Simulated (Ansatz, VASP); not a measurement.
**Two plane-wave programs on AlGa3N4**

```
Al Ga N
1.0
     4.37643    0.00000    0.00000
     0.00000    4.37643    0.00000
     0.00000    0.00000    4.37643
Al Ga N
1 3 4
Direct
  0.00000 0.00000 0.00000
  0.50000 0.50000 0.00000
  0.50000 0.00000 0.50000
  0.00000 0.50000 0.50000
  0.75507 0.75507 0.24493
  0.75507 0.24493 0.75507
  0.24493 0.75507 0.75507
  0.24493 0.24493 0.24493
```

Alike in both runs: functional PBEsol; k mesh 6 × 6 × 6; occupations gaussian, width 0.02 eV; no spin polarisation.

Ansatz relaxed the structure, and its values are those at the end. VASP's run is a single point on that final structure, the one shown.

|  | VASP | Ansatz |
| --- | --- | --- |
| version | VASP 6.6.1 | Ansatz 0.2.0 |
| potentials or method | VASP PAW PBE potentials, release 64 (Al, Ga_d, N), cutoff 520 eV | scalar-relativistic, plane waves, PAW |
| valence electrons in the cell | 62 | 62 |

|  | VASP | Ansatz | Ansatz less VASP |
| --- | --- | --- | --- |
| gap on the k mesh at the Fermi level (eV) | 2.74 | 2.72 | -0.022 |
| least direct gap on the mesh (eV) | 2.74 | 2.72 | -0.022 |
| pressure (GPa) | 13.4 | 13.5 | +0.15 |
| rms of the force components (eV/Å) | 0.004 | 0.004 | -0.0001 |

VASP's potentials were made for PBE, not for PBEsol. Ansatz's warnings: stress scf threshold loose.
